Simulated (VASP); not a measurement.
# Sr (P1) in VASP: further runs

Runs on Sr. Level: PBE. Tasks: single point.

All numbers are computed with VASP 6.6.1; they aren't measurements. Logs are shortened: lines on timing, memory, paths and dates and some standing lists are left out, and cuts for length are marked.

### 1 The cell of the first run

The typed cell holds 4 atoms: a = 8.620 Å, b = 4.310 Å, c = 7.050 Å, α = 90.00°, β = 90.00°, γ = 120.00°.

### 2 Single point, PBE

INCAR

```
SYSTEM = Sr
PREC     = Accurate       ! precision mode
ENCUT    = 520            ! plane-wave cutoff, eV
EDIFF    = 1E-7           ! SCF threshold, eV
ISMEAR   = -1             ! smearing method
SIGMA    = 0.08           ! smearing width, eV
LREAL    = .False.        ! projectors in reciprocal space
LASPH    = .True.         ! aspherical terms in the spheres
NELM     = 100            ! most SCF steps
ALGO     = Normal         ! electronic algorithm
ISIF     = 2              ! what is computed and relaxed
LWAVE    = .False.        ! write WAVECAR
LCHARG   = .False.        ! write CHGCAR
GGA      = PE             ! functional
NBANDS   = 28             ! bands
```

KPOINTS

```
Automatic mesh
0
Gamma
  3 5 3
  0 0 0
```

POSCAR

```
Sr
1.0
    8.6200000000      0.0000000000      0.0000000000
   -2.1550000000      3.7325694903      0.0000000000
    0.0000000000      0.0000000000      7.0500000000
Sr
4
Direct
    0.1689136104      0.6657245113      0.2486394326
    0.6658331333      0.6512146676      0.2333975887
    0.3436592960      0.3660947247      0.7623934752
    0.8215941446      0.3169663694      0.7555695035
```

Potentials or basis: VASP PAW PBE potentials, release 64 (Sr_sv).

Run with:

```
cat potpaw_PBE.64/Sr_sv/POTCAR > POTCAR
mpirun -np 1 vasp_std > vasp.out
```

OUTCAR:

```text
SYSTEM = Sr
   PREC = Accurate
   ENCUT = 520
   EDIFF = 1E-7
   ISMEAR = -1
   LREAL = .False.
   LASPH = .True.
   NELM = 100
   ISIF = 2
   GGA = PE

 ion  position               nearest neighbor table
   1  0.169  0.666  0.249-   3 4.20   2 4.27   2 4.31   3 4.31   2 4.32   4 4.34   2 4.36   3 4.36
                             4 4.42   3 4.47
   2  0.666  0.651  0.233-   3 4.10   4 4.14   4 4.19   1 4.27   1 4.31   1 4.32   1 4.36   4 4.40
                             3 4.44   4 4.44
   3  0.344  0.366  0.762-   2 4.10   4 4.11   1 4.20   4 4.23   1 4.31   1 4.36   4 4.40   2 4.44
                             1 4.47   4 4.51
   4  0.822  0.317  0.756-   3 4.11   2 4.14   2 4.19   3 4.23   1 4.34   3 4.40   2 4.40   1 4.42
                             2 4.44   3 4.51

  Warning from LATTYP: Monoclinic adjustment (A1->A3, A2->A1, A3->A2)!
  LATTYP: Found a simple orthorhombic cell.
 ALAT       =     4.3100000000
 B/A-ratio  =     1.6357308585
 C/A-ratio  =     1.7320508076

  Lattice vectors:

 A1 = (  -2.1550000000,   3.7325694903,   0.0000000000)
 A2 = (   0.0000000000,   0.0000000000,   7.0500000000)
 A3 = (   6.4650000000,   3.7325694903,   0.0000000000)

Analysis of symmetry for initial positions (statically):
=====================================================================
 Subroutine PRICEL returns:
 Original cell was already a primitive cell.

 Routine SETGRP: Setting up the symmetry group for a
 simple orthorhombic supercell.

 Subroutine GETGRP returns: Found  1 space group operations
 (whereof  1 operations were pure point group operations)
 out of a pool of  8 trial point group operations.

The static configuration has the point symmetry C_1 .

Analysis of symmetry for dynamics (positions and initial velocities):
=====================================================================
 Subroutine PRICEL returns:
 Original cell was already a primitive cell.

 Routine SETGRP: Setting up the symmetry group for a
 simple orthorhombic supercell.

 Subroutine GETGRP returns: Found  1 space group operations
 (whereof  1 operations were pure point group operations)
 out of a pool of  8 trial point group operations.

The dynamic configuration has the point symmetry C_1 .

 Subroutine INISYM returns: Found  1 space group operations
 (whereof  1 operations are pure point group operations),
 and found     1 'primitive' translations

----------------------------------------------------------------------------------------

                                     Primitive cell

  volume of cell :     226.8320

  direct lattice vectors                    reciprocal lattice vectors
     8.620000000  0.000000000  0.000000000     0.116009281  0.066977989  0.000000000
    -2.155000000  3.732569490  0.000000000     0.000000000  0.267911958  0.000000000
     0.000000000  0.000000000  7.050000000     0.000000000  0.000000000  0.141843972

  length of vectors
     8.620000000  4.310000000  7.050000000     0.133955979  0.267911958  0.141843972

  position of ions in fractional coordinates (direct lattice)
     0.168913610  0.665724511  0.248639433
     0.665833133  0.651214668  0.233397589
     0.343659296  0.366094725  0.762393475
     0.821594145  0.316966369  0.755569503

  ion indices of the primitive-cell ions
   primitive index   ion index
                 1           1
                 2           2
                 3           3
                 4           4

----------------------------------------------------------------------------------------

 KPOINTS: Automatic mesh

Automatic generation of k-mesh.
 Grid dimensions read from file:
 generate k-points for:    3    5    3

 Generating k-lattice:

  Cartesian coordinates                     Fractional coordinates (reciprocal lattice)
     0.038669760  0.022325996  0.000000000     0.333333333  0.000000000  0.000000000
     0.000000000  0.053582392  0.000000000     0.000000000  0.200000000  0.000000000
     0.000000000  0.000000000  0.047281324     0.000000000  0.000000000  0.333333333

  Length of vectors
     0.044651993  0.053582392  0.047281324

  Shift w.r.t. Gamma in fractional coordinates (k-lattice)
     0.000000000  0.000000000  0.000000000

 -----------------------------------------------------------------------------
|                                                                             |
|           W    W    AA    RRRRR   N    N  II  N    N   GGGG   !!!           |
|           W    W   A  A   R    R  NN   N  II  NN   N  G    G  !!!           |
|           W    W  A    A  R    R  N N  N  II  N N  N  G       !!!           |
|           W WW W  AAAAAA  RRRRR   N  N N  II  N  N N  G  GGG   !            |
|           WW  WW  A    A  R   R   N   NN  II  N   NN  G    G                |
|           W    W  A    A  R    R  N    N  II  N    N   GGGG   !!!           |
|                                                                             |
|     Your reciprocal lattice and k-lattice belong to different lattice       |
|     classes:                                                                |
|                                                                             |
|        The reciprocal lattice is simple orthorhombic,                       |
|        whereas your k-lattice is simple monoclinic.                         |
|                                                                             |
|     Results are often still useful ...                                      |
|                                                                             |
 -----------------------------------------------------------------------------

 WARNING: IBZKPT: internal override: KBLOWUP is changed to .FALSE.
      ... skipping the blow-up phase ...

 Subroutine IBZKPT returns following result:
 ===========================================

 Found     23 irreducible k-points:

 Following reciprocal coordinates:
            Coordinates               Weight
  0.000000  0.000000  0.000000      1.000000
  0.333333  0.000000  0.000000      2.000000
  0.000000  0.200000  0.000000      2.000000
  0.333333  0.200000  0.000000      2.000000
 -0.333333  0.200000  0.000000      2.000000
  0.000000  0.400000  0.000000      2.000000
[... 15 lines left out ...]
  0.333333 -0.200000  0.333333      2.000000
 -0.333333 -0.200000  0.333333      2.000000
   k-points           NKPTS =     23   k-points in BZ     NKDIM =     23   number of bands    NBANDS=     28
   number of dos      NEDOS =    301   number of ions     NIONS =      4
   total plane-waves  NPLWV = 110592
   dimension x,y,z NGX =    64 NGY =   32 NGZ =   54
   dimension x,y,z NGXF=   128 NGYF=   64 NGZF=  108
   ions per type =               4
   NGX,Y,Z   is equivalent  to a cutoff of  12.34, 12.34, 12.73 a.u.
   NGXF,Y,Z  is equivalent  to a cutoff of  24.69, 24.69, 25.47 a.u.
 SYSTEM =  Sr
   PREC   = accura    normal or accurate (medium, high low for compatibility)
   ISTART =      0    job   : 0-new  1-cont  2-samecut
   ICHARG =      2    charge: 1-file 2-atom 10-const
   ISPIN  =      1    spin polarized calculation?
   LNONCOLLINEAR =      F non collinear calculations
   LSORBIT =      F    spin-orbit coupling
   LASPH  =      T    aspherical Exc in radial PAW
   ENCUT  =  520.0 eV  38.22 Ry    6.18 a.u.  16.03  8.01 13.11*2*pi/ulx,y,z
   NELM   =    100;   NELMIN=  2; NELMDL= -5     # of ELM steps
   EDIFF  = 0.1E-06   stopping-criterion for ELM
   LREAL  =      F    real-space projection
   EDIFFG = 0.1E-05   stopping-criterion for IOM
   NSW    =      0    number of steps for IOM
   IBRION =     -1    ionic relax: 0-MD 1-quasi-New 2-CG
   NFREE  =      0    steps in history (QN), initial steepest desc. (CG)
   ISIF   =      2    stress and relaxation
   ISYM   =      2    0-nonsym 1-usesym 2-fastsym
   POTIM  = 0.5000    time-step for ionic-motion
   TEBEG  =    0.0;   TEEND  =   0.0 temperature during run
   PSTRESS=    0.0 pullay stress
   NELECT =      40.0000    total number of electrons
   NUPDOWN=      -1.0000    fix difference up-down
   EMIN   =  10.00;   EMAX   =-10.00  energy-range for DOS
   EFERMI =   0.00;   METHOD = LEGACY
   ISMEAR =    -1;   SIGMA  =   0.08  broadening in eV -4-tet -1-fermi 0-gaus
   EFERMI_NEDOS =   21; number of points for ismear=-14 and -15
   IALGO  =     38    algorithm
   IMIX   =      4    mixing-type and parameters
     AMIX     =   0.40;   BMIX     =  1.00
     AMIX_MAG =   1.60;   BMIX_MAG =  1.00
  volume/ion in A,a.u.               =      56.71       382.68
  Fermi-wavevector in a.u.,A,eV,Ry     =   0.918037  1.734838 11.466874  0.842791
  Thomas-Fermi vector in A             =   2.043073
   LORBIT       =      0    0 simple, 1 ext, 2 COOP (PROOUT), +10 PAW based schemes
   GGA     = PE    functional components
   LHFCALC =     F    Hartree Fock is set to
   AEXX    =    0.0000 exact exchange contribution
   IVDW    =     0    specifies the selected vdW correction
   LEPSILON=     F    determine dielectric tensor
   LRPA    =     F    only Hartree local field effects (RPA)
 non-spin polarized calculation
  energy-cutoff  :      520.00
  volume of cell :      226.83
 maximum number of plane-waves:      6133
   NGX = 33   NGY = 17   NGZ = 27

 number of electron      40.0000000 magnetization

 Free energy of the ion-electron system (eV)
  ---------------------------------------------------
  ext. energy  EPLUGINS =         0.00000000
  ---------------------------------------------------
  free energy    TOTEN  =        -6.52523426 eV

  energy without entropy =       -6.38819686  energy(sigma->0) =       -6.45671556

 E-fermi :   1.4800     XC(G=0):  -7.2537

 val. band max:        1.4744869083   @ k =   0.0000   0.2000   0.0000
 cond. band min:       1.4859350570   @ k =  -0.3333   0.2000   0.0000
 fundamental gap:      0.0114481488
 Fermi energy:         1.4799873726

 k-point     1 :       0.0000    0.0000    0.0000
  band No.  band energies     occupation
      1     -35.2209      2.00000
      2     -35.1844      2.00000
      3     -35.1664      2.00000
      4     -35.1383      2.00000
      5     -17.2621      2.00000
      6     -17.2497      2.00000
[... 20 lines left out ...]
     27       3.7296      0.00000
     28       3.7673      0.00000
[... 652 lines left out ...]
 k-point    23 :      -0.3333   -0.2000    0.3333
  band No.  band energies     occupation
      1     -35.2189      2.00000
      2     -35.1817      2.00000
      3     -35.1663      2.00000
      4     -35.1375      2.00000
      5     -17.2292      2.00000
      6     -17.2233      2.00000
[... 20 lines left out ...]
     27       3.0996      0.00000
     28       3.1654      0.00000

------------------------ aborting loop because EDIFF is reached ----------------------------------------

  FORCE on cell =-STRESS in cart. coord.  units (eV):
  Direction    XX          YY          ZZ          XY          YZ          ZX
  --------------------------------------------------------------------------------------
  -------------------------------------------------------------------------------------
  Total       -0.1604793     -0.4534945     -0.2430436     -0.1732018      0.0036050     -0.0001201
  in kB       -1.1335102     -3.2031578     -1.7166847     -1.2233726      0.0254629     -0.0008480
  external PRESSURE =      -2.0177842 kB  Pullay stress =       0.0000000 kB

 VOLUME and BASIS-vectors are now :
 -----------------------------------------------------------------------------
  energy-cutoff  :      520.00
  volume of cell :      226.83
      direct lattice vectors                 reciprocal lattice vectors
     8.620000000  0.000000000  0.000000000     0.116009281  0.066977989  0.000000000
    -2.155000000  3.732569490  0.000000000     0.000000000  0.267911958  0.000000000
     0.000000000  0.000000000  7.050000000     0.000000000  0.000000000  0.141843972

 POSITION                                       TOTAL-FORCE (eV/Angst)
 -----------------------------------------------------------------------------------
      0.02140      2.48486      1.75291        -0.024204      0.016391      0.087147
      4.33611      2.43070      1.64545         0.002661      0.025395      0.243703
      2.17341      1.36647      5.37487        -0.142533     -0.174771     -0.163338
      6.39908      1.18310      5.32676         0.164076      0.132985     -0.167511
 -----------------------------------------------------------------------------------
    total drift:                               -0.000007     -0.000001     -0.000004

  FREE ENERGIE OF THE ION-ELECTRON SYSTEM (eV)
  ---------------------------------------------------
  free  energy   TOTEN  =        -6.5252342560 eV

  energy  without entropy=       -6.3881968632  energy(sigma->0) =       -6.45671556
```

It took 2.3 min on 1 thread of Intel Xeon 8259CL, shared host; peak memory 0.37 GiB.

What came out:

| Property | Result |
| --- | --- |
| Free energy | -6.5252 eV |
| Pressure | -0.2 GPa |
| Largest force | 0.278 eV/Å |
| Band gap on the k mesh | zero (bands 20 and 21 overlap by 0.05 eV) |

Forces on the atoms (eV/Å):
```
Sr  -0.024  0.016  0.087
Sr   0.003  0.025  0.244
Sr  -0.143 -0.175 -0.163
Sr   0.164  0.133 -0.168
```

Stress tensor (GPa, compression positive):
```
-0.11 -0.12  0.00
-0.12 -0.32  0.00
 0.00  0.00 -0.17
```

(Part 1 of 2 ends here.)
